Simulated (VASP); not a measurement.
Wanted: the native input for a VASP 6.6.1 run.

- Task: single point
- Functional: PBE
- Potentials or basis: VASP PAW PBE potentials, release 64 (Te, S, Au)
- Cutoff: 500 eV
- k mesh: 3 × 3 × 2
- Occupations: gaussian, width 0.15 eV
- Spin: no spin polarisation
- Dipole correction: no
- Further INCAR settings: ALGO = Normal; EDIFF = 1e-06; NBANDS = 32

The structure of TeAu2S3 lies in POSCAR:

```
TeAu2S3
1.0
    3.9586436544     -0.0000000028      0.0000000000
   -1.9793218248      3.4282859706      0.0000000000
    0.0000000000      0.0000000000      8.7589279003
Te S Au
1 3 2
Direct
    0.0000000000      0.0000000000      0.0000000000
    0.3333333333      0.6666666667      0.1840996002
    0.6666666667      0.3333333333      0.8159003998
    0.0000000000      0.0000000000      0.5000000000
    0.3333333333      0.6666666667      0.6600045502
    0.6666666667      0.3333333333      0.3399954498
```

The cell was generated, and may not be a known phase.

One way to write it, as run:

INCAR

```
PREC = Accurate
ENCUT = 500
EDIFF = 1E-6
ISMEAR = 0
SIGMA = 0.15
LREAL = False
LASPH = True
NELM = 120
ALGO = Normal
ISIF = 2
LWAVE = False
LCHARG = False
GGA = PE
NBANDS = 32
GGA_COMPAT = False
```

KPOINTS

```
Automatic mesh
0
Gamma
  3 3 2
```

Potentials or basis: VASP PAW PBE potentials, release 64 (Te, S, Au).

Command:

```console
$ cat potpaw_PBE.64/Te/POTCAR potpaw_PBE.64/S/POTCAR potpaw_PBE.64/Au/POTCAR > POTCAR
$ mpirun -np 1 vasp_std > vasp.out
```

Results of the run:

The pressure is 0.3 GPa, the largest force is 0.071 eV/Å and the band gap on the k mesh is zero (bands 23 and 24 overlap by 0.75 eV).

Caveat: the k points lie up to 0.61 Å⁻¹ apart, too coarse for converged energies and pressures of a metal; spin-orbit coupling is left out, which moves the levels of the heavy elements.

Run time: 39 s on 1 thread of Intel Xeon 8259CL, with other jobs on the host, peak memory 0.24 GiB.
